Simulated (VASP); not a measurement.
# Al in VASP: relaxation of the atoms with PBE

Aim: the relaxation of the atoms of Al with PBE.

All numbers are computed with VASP 6.6.1; they aren't measurements. Logs are shortened: lines on timing, memory, paths and dates and some standing lists are left out, and cuts for length are marked.

### Step 1. The cell of the first run

The cell holds a slab with vacuum, 28 atoms: a = 8.591 Å, b = 8.591 Å, c = 15.677 Å, α = 90.00°, β = 90.00°, γ = 60.00°.

### Step 2. Relaxation of the atoms, PBE

Input file INCAR:

```
SYSTEM = Al
PREC = Accurate
ENCUT = 520
EDIFF = 1E-7
ISMEAR = -1
SIGMA = 0.05
LREAL = Auto
LASPH = .True.
NELM = 100
ALGO = Normal
ISIF = 2
LWAVE = .False.
LCHARG = .False.
GGA = PE
IBRION = 2
NSW = 45
EDIFFG = -0.08
```

Input file KPOINTS:

```
regular mesh
0
Gamma
  2 2 1
  0 0 0
```

Input file POSCAR:

```
Al
1.0
    8.5913470000      0.0000000000      0.0000000000
    4.2956740000      7.4403250000      0.0000000000
    0.0000000000      0.0000000000     15.6765370000
Al
28
Selective dynamics
Direct
    0.1111111000      0.1111111000      0.0637896000  F F F
    0.4444444000      0.1111111000      0.0637896000  F F F
    0.7777778000      0.1111111000      0.0637896000  F F F
    0.1111111000      0.4444444000      0.0637896000  F F F
    0.4444444000      0.4444444000      0.0637896000  F F F
    0.7777778000      0.4444444000      0.0637896000  F F F
    0.1111111000      0.7777778000      0.0637896000  F F F
    0.4444444000      0.7777778000      0.0637896000  F F F
    0.7777778000      0.7777778000      0.0637896000  F F F
   -0.1111111000      0.2222222000      0.2129468000  T T T
    0.2222222000      0.2222222000      0.2129468000  T T T
    0.5555556000      0.2222222000      0.2129468000  T T T
   -0.1111111000      0.5555556000      0.2129468000  T T T
    0.2222222000      0.5555556000      0.2129468000  T T T
    0.5555556000      0.5555556000      0.2129468000  T T T
   -0.1111111000      0.8888889000      0.2129468000  T T T
    0.2222222000      0.8888889000      0.2129468000  T T T
    0.5555556000      0.8888889000      0.2129468000  T T T
    0.0000000000      0.0000000000      0.3621040000  T T T
    0.3333333000      0.0000000000      0.3621040000  T T T
    0.6666667000      0.0000000000      0.3621040000  T T T
    0.0000000000      0.3333333000      0.3621040000  T T T
    0.3333333000      0.3333333000      0.3621040000  T T T
    0.6666667000      0.3333333000      0.3621040000  T T T
    0.0000000000      0.6666667000      0.3621040000  T T T
    0.3333333000      0.6666667000      0.3621040000  T T T
    0.6666667000      0.6666667000      0.3621040000  T T T
    0.0177319000      0.1427282000      0.4973380000  T T T
```

Potentials or basis: VASP PAW PBE potentials, release 64 (Al).

Command:

```
cat potpaw_PBE.64/Al/POTCAR > POTCAR
mpirun -np 2 vasp_std > vasp.out
```

OUTCAR:

```text
SYSTEM = Al
   PREC = Accurate
   ENCUT = 520
   EDIFF = 1E-7
   ISMEAR = -1
   LREAL = Auto
   LASPH = .True.
   NELM = 100
   ISIF = 2
   GGA = PE
   IBRION = 2
   NSW = 45
   EDIFFG = -0.08

 ion  position               nearest neighbor table
   1  0.111  0.111  0.064-   6 2.86   8 2.86   2 2.86   3 2.86  10 2.86  17 2.86  11 2.86   4 2.86
                             7 2.86
   2  0.444  0.111  0.064-   4 2.86   1 2.86  11 2.86  18 2.86   5 2.86   8 2.86   9 2.86  12 2.86
                             3 2.86
   3  0.778  0.111  0.064-   7 2.86   1 2.86  12 2.86  16 2.86  10 2.86   9 2.86   6 2.86   5 2.86
                             2 2.86
   4  0.111  0.444  0.064-   2 2.86   5 2.86   6 2.86  13 2.86  11 2.86   1 2.86   9 2.86  14 2.86
                             7 2.86
   5  0.444  0.444  0.064-   4 2.86  14 2.86  12 2.86   2 2.86   3 2.86   7 2.86   6 2.86  15 2.86
                             8 2.86
   6  0.778  0.444  0.064-   1 2.86   4 2.86  15 2.86  10 2.86   3 2.86  13 2.86   8 2.86   5 2.86
                             9 2.86
   7  0.111  0.778  0.064-   3 2.86   8 2.86   9 2.86  16 2.86  14 2.86  17 2.86   1 2.86   5 2.86
                             4 2.86
   8  0.444  0.778  0.064-   1 2.86   7 2.86  17 2.86  15 2.86   2 2.86  18 2.86   6 2.86   9 2.86
                             5 2.86
   9  0.778  0.778  0.064-   7 2.86  18 2.86  13 2.86  16 2.86   3 2.86   2 2.86   4 2.86   8 2.86
[... 22 lines left out ...]
                            21 2.86  28 3.17
  21  0.667  0.000  0.362-  25 2.86  19 2.86  16 2.86  12 2.86  18 2.86  24 2.86  27 2.86  23 2.86
                            20 2.86
  22  0.000  0.333  0.362-  28 2.64  20 2.86  24 2.86  23 2.86  11 2.86  10 2.86  19 2.86  27 2.86
                            13 2.86  25 2.86
  23  0.333  0.333  0.362-  22 2.86  11 2.86  20 2.86  21 2.86  25 2.86  12 2.86  14 2.86  24 2.86
                            26 2.86
  24  0.667  0.333  0.362-  19 2.86  22 2.86  10 2.86  12 2.86  21 2.86  15 2.86  26 2.86  23 2.86
                            27 2.86
  25  0.000  0.667  0.362-  21 2.86  26 2.86  27 2.86  14 2.86  16 2.86  13 2.86  19 2.86  23 2.86
                            22 2.86
  26  0.333  0.667  0.362-  19 2.86  25 2.86  17 2.86  14 2.86  20 2.86  15 2.86  24 2.86  27 2.86
                            23 2.86
  27  0.667  0.667  0.362-  25 2.86  13 2.86  18 2.86  15 2.86  21 2.86  20 2.86  22 2.86  26 2.86
                            24 2.86
  28  0.018  0.143  0.497-  19 2.49  22 2.64  20 3.17

  LATTYP: Found a hexagonal cell.
 ALAT       =     8.5913474624
 C/A-ratio  =     1.8246889756

  Lattice vectors:

 A1 = (  -4.2956740000,  -7.4403250000,   0.0000000000)
 A2 = (   8.5913470000,   0.0000000000,   0.0000000000)
 A3 = (   0.0000000000,   0.0000000000,  15.6765370000)

Analysis of symmetry for initial positions (statically):
=====================================================================
 Subroutine PRICEL returns:
 Original cell was already a primitive cell.
[... 195 lines left out ...]
   IVDW    =     0    specifies the selected vdW correction
   LEPSILON=     F    determine dielectric tensor
   LRPA    =     F    only Hartree local field effects (RPA)
 conjugate gradient relaxation of ions
 non-spin polarized calculation
  energy-cutoff  :      520.00
  volume of cell :     1002.08
 maximum number of plane-waves:     26988
 NGX is ok and might be reduce to    64
   NGX = 31   NGY = 31   NGZ = 59

--------------------------------------- Ionic step        1  -------------------------------------------

 number of electron      84.0000000 magnetization

 Free energy of the ion-electron system (eV)
  ---------------------------------------------------
  ext. energy  EPLUGINS =         0.00000000
  ---------------------------------------------------
  free energy    TOTEN  =       -98.20620785 eV

  energy without entropy =      -98.01673270  energy(sigma->0) =      -98.11147027

------------------------ aborting loop because EDIFF is reached ----------------------------------------

  FORCE on cell =-STRESS in cart. coord.  units (eV):
  Direction    XX          YY          ZZ          XY          YZ          ZX
  --------------------------------------------------------------------------------------
  -------------------------------------------------------------------------------------
  Total      -11.3934021    -10.2379086      5.1734248      0.6901010      0.6096515      0.6004027
  in kB      -18.2163226    -16.3688636      8.2715219      1.1033668      0.9747403      0.9599530
  external PRESSURE =      -8.7712215 kB  Pullay stress =       0.0000000 kB
[... 167 lines left out ...]
  FREE ENERGIE OF THE ION-ELECTRON SYSTEM (eV)
  ---------------------------------------------------
  free  energy   TOTEN  =       -98.3197738743 eV

  energy  without entropy=      -98.1284587231  energy(sigma->0) =      -98.22411630

[... ionic steps 4 to 9 ...]

--------------------------------------- Ionic step       10  -------------------------------------------

 number of electron      84.0000000 magnetization

------------------------ aborting loop because EDIFF is reached ----------------------------------------
[... 119 lines left out ...]
--------------------------------------- Ionic step       12  -------------------------------------------

 number of electron      84.0000000 magnetization

 Free energy of the ion-electron system (eV)
  ---------------------------------------------------
  ext. energy  EPLUGINS =         0.00000000
  ---------------------------------------------------
  free energy    TOTEN  =       -98.45579860 eV

  energy without entropy =      -98.30786397  energy(sigma->0) =      -98.38183128

 E-fermi :   1.3335     XC(G=0):  -5.9486

 val. band max:        1.3143527695   @ k =   0.5000   0.0000   0.0000
 cond. band min:       1.3515239515   @ k =   0.5000   0.0000   0.0000
 fundamental gap:      0.0371711821
 Fermi energy:         1.3335481101

 k-point     1 :       0.0000    0.0000    0.0000
  band No.  band energies     occupation
      1      -8.8567      2.00000
      2      -7.2300      2.00000
      3      -6.2877      2.00000
      4      -6.2382      2.00000
      5      -6.2298      2.00000
      6      -6.2087      2.00000
[... 217 lines left out ...]
     53       3.2830      0.00000
     54       3.3168      0.00000
 [bands above 54 left out]

------------------------ aborting loop because EDIFF is reached ----------------------------------------

  FORCE on cell =-STRESS in cart. coord.  units (eV):
  Direction    XX          YY          ZZ          XY          YZ          ZX
  --------------------------------------------------------------------------------------
  -------------------------------------------------------------------------------------
  Total      -11.8089014    -12.4575659      0.4923469     -0.5502730      0.1727451     -0.0117641
  in kB      -18.8806430    -19.9177592      0.7871881     -0.8798031      0.2761933     -0.0188090
  external PRESSURE =     -12.6704047 kB  Pullay stress =       0.0000000 kB
[... 43 lines left out ...]
  FREE ENERGIE OF THE ION-ELECTRON SYSTEM (eV)
  ---------------------------------------------------
  free  energy   TOTEN  =       -98.4557985964 eV

  energy  without entropy=      -98.3078639714  energy(sigma->0) =      -98.38183128

 reached required accuracy - stopping structural energy minimisation
```

OSZICAR:

```text
N       E                     dE             d eps       ncg     rms          rms(c)
DAV:   1     0.246148083147E+03    0.24615E+03   -0.26285E+04   464   0.106E+03
DAV:   2    -0.811484112587E+02   -0.32730E+03   -0.31274E+03   564   0.166E+02
DAV:   3    -0.102273914365E+03   -0.21126E+02   -0.20324E+02   616   0.385E+01
[... 152 lines left out ...]
DAV:   3    -0.984558025900E+02   -0.19259E-05   -0.28016E-04   712   0.587E-02    0.335E-02
DAV:   4    -0.984557996429E+02    0.29471E-05   -0.16464E-05   656   0.140E-02    0.207E-02
DAV:   5    -0.984557985561E+02    0.10868E-05   -0.85751E-06   576   0.905E-03    0.374E-03
DAV:   6    -0.984557985979E+02   -0.41768E-07   -0.17646E-06   624   0.488E-03    0.252E-03
DAV:   7    -0.984557985964E+02    0.15179E-08   -0.37620E-07   512   0.224E-03
  12 F= -.98455799E+02 E0= -.98381831E+02  d E =-.338432E-02
```

Run time: 25 min. Hardware: 2 MPI ranks of Intel Xeon Platinum 8488C (Sapphire Rapids), shared host; peak memory 0.61 GiB.

Results:

```yaml
Free_energy: -98.4558 eV
Energy_gained_by_relaxing: 8.9 meV/atom
Ionic_steps: 12
Band_gap_on_the_k_mesh: zero (bands 42 and 43 overlap by 0.14 eV)
```

Step by step:
| step | energy change (eV) | largest force on free atoms (eV/Å) | pressure (GPa) |
| --- | --- | --- | --- |
| 1 | 0.0000 | 1.0835 | -0.88 |
| 2 | -0.0792 | 0.5191 | -0.95 |
| 3 | -0.1136 | 0.3484 | -1.01 |
| 4 | -0.1361 | 0.3031 | -1.03 |
| 5 | -0.1822 | 0.1776 | -1.10 |
| 6 | -0.1763 | 0.3870 | -1.18 |
| 7 | -0.1961 | 0.2486 | -1.14 |
| 8 | -0.2218 | 0.1701 | -1.17 |
| 9 | -0.2317 | 0.1466 | -1.18 |
| 10 | -0.2411 | 0.1062 | -1.21 |
| 11 | -0.2462 | 0.0879 | -1.25 |
| 12 | -0.2496 | 0.0765 | -1.27 |

Final structure:
```cif
data_structure
_symmetry_space_group_name_H-M 'P 1'
_symmetry_Int_Tables_number 1
_cell_length_a 8.5913
_cell_length_b 8.5913
_cell_length_c 15.6765
_cell_angle_alpha 90.000
_cell_angle_beta 90.000
_cell_angle_gamma 60.000
_cell_volume 1002.08
loop_
_atom_site_label
_atom_site_type_symbol
_atom_site_fract_x
_atom_site_fract_y
_atom_site_fract_z
_atom_site_occupancy
Al1 Al 0.11111 0.11111 0.06379 1
Al2 Al 0.44444 0.11111 0.06379 1
Al3 Al 0.77778 0.11111 0.06379 1
Al4 Al 0.11111 0.44444 0.06379 1
Al5 Al 0.44444 0.44444 0.06379 1
Al6 Al 0.77778 0.44444 0.06379 1
Al7 Al 0.11111 0.77778 0.06379 1
Al8 Al 0.44444 0.77778 0.06379 1
Al9 Al 0.77778 0.77778 0.06379 1
Al10 Al 0.88984 0.22107 0.21486 1
Al11 Al 0.22342 0.22160 0.21562 1
Al12 Al 0.55848 0.22123 0.21736 1
Al13 Al 0.88917 0.55671 0.21363 1
Al14 Al 0.22676 0.55299 0.21510 1
Al15 Al 0.55861 0.55305 0.21739 1
Al16 Al 0.88902 0.88636 0.21347 1
Al17 Al 0.22311 0.88786 0.21531 1
Al18 Al 0.55228 0.89017 0.21554 1
Al19 Al 0.99929 0.97811 0.36030 1
Al20 Al 0.31687 0.00770 0.37496 1
Al21 Al 0.65743 0.99913 0.36852 1
Al22 Al 0.99950 0.35418 0.36123 1
Al23 Al 0.34115 0.33372 0.36888 1
Al24 Al 0.68569 0.32329 0.37548 1
Al25 Al 0.00037 0.66573 0.36733 1
Al26 Al 0.34093 0.65776 0.36869 1
Al27 Al 0.65735 0.67561 0.36874 1
Al28 Al 0.01766 0.15449 0.49305 1
```

Caveat: the k points lie up to 0.42 Å⁻¹ apart; there is no dipole correction, which matters where the two faces differ.

The gap in the log of VASP goes by the Fermi energy; the results here count the filled bands.